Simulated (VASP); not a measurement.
Wanted: the native input for a VASP 6.6.1 run.

| Property | Result |
| --- | --- |
| Task | single point |
| Functional | PBE |
| Potentials or basis | VASP PAW PBE potentials, release 64 (I) |
| Cutoff | 520 eV |
| k mesh | 11 × 11 × 11 |
| Occupations | fermi-dirac, width 0.1 eV |
| Spin | no spin polarisation |
| Dipole correction | no |
| Further INCAR settings | ALGO = Normal; EDIFF = 1e-06; NBANDS = 14 |

The structure of I lies in POSCAR:

```
I
1.0
    2.1555104350     -1.2444845299      3.5266095477
    0.0000000000      2.4889690598      3.5266095477
   -2.1555104350     -1.2444845299      3.5266095477
I
2
Direct
    0.2500000000      0.2500000000      0.2500000000
   -0.2500000000     -0.2500000000     -0.2500000000
```

This cell differs from its parent crystal: volume scaled by 0.68.

These files were run (other wordings do the same):

INCAR

```
ALGO = Normal
EDIFF = 1E-6
ENCUT = 520
GGA = PE
ISIF = 2
ISMEAR = -1
LASPH = True
LCHARG = False
LREAL = False
LWAVE = False
NBANDS = 14
NELM = 60
PREC = Accurate
SIGMA = 0.1
```

KPOINTS

```
k-points
0
Gamma
  11 11 11
```

Potentials or basis: VASP PAW PBE potentials, release 64 (I).

Launch:

```sh
$ cat potpaw_PBE.64/I/POTCAR > POTCAR
$ mpirun -np 1 vasp_std > vasp.out
```

Results of the run:

```yaml
Pressure: 23.6 GPa
Band_gap_on_the_k_mesh: zero (band 7 reaches 9.94 eV, above the bottom of band 8 at 5.54 eV)
```

Caveat: spin-orbit coupling is left out, which moves the levels of the heavy elements.

Run time: 62 s on 1 thread of Intel(R) Xeon(R) Platinum 8259CL CPU @ 2.50GHz (Skylake/Cascade Lake) (shared host), peak memory 0.24 GiB.
